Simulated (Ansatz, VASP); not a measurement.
## Ga in VASP and in Ansatz

```
Ga
1.0
     3.86719   -2.35725    0.00000
     3.86719    2.35725    0.00000
     0.00000    0.00000    4.54732
Ga
4
Cartesian
  2.6113 -1.5460 1.1368
  2.6113 1.5460 3.4105
  5.1231 1.5460 3.4105
  5.1231 -1.5460 1.1368
```

Alike in both runs: task single point; functional PBE; k mesh 7 × 7 × 6; occupations fermi-dirac, width 0.05 eV; no spin polarisation.

|  | VASP | Ansatz |
| --- | --- | --- |
| version | VASP 6.6.1 | Ansatz 0.2.0 |
| potentials or method | VASP PAW PBE potentials, release 64 (Ga_d) | Ansatz PAW |
| plane-wave cutoff (eV) | 520 | 420 |
| valence electrons in the cell | 52 | 52 |

```tsv
	VASP	Ansatz	Ansatz less VASP
gap on the k mesh at the Fermi level (eV)	none	none	-
pressure (GPa)	1.1	1.0	-0.03
traceless stress, the component that is largest in VASP (GPa)	0.36	0.35	-0.014
rms of the force components (eV/Å)	0.013	0.012	-0.0004
```

Atom by atom the forces differ by 0.002 eV/Å (rms over components). A gap of «none» marks a metal or a gap that the smearing closes.
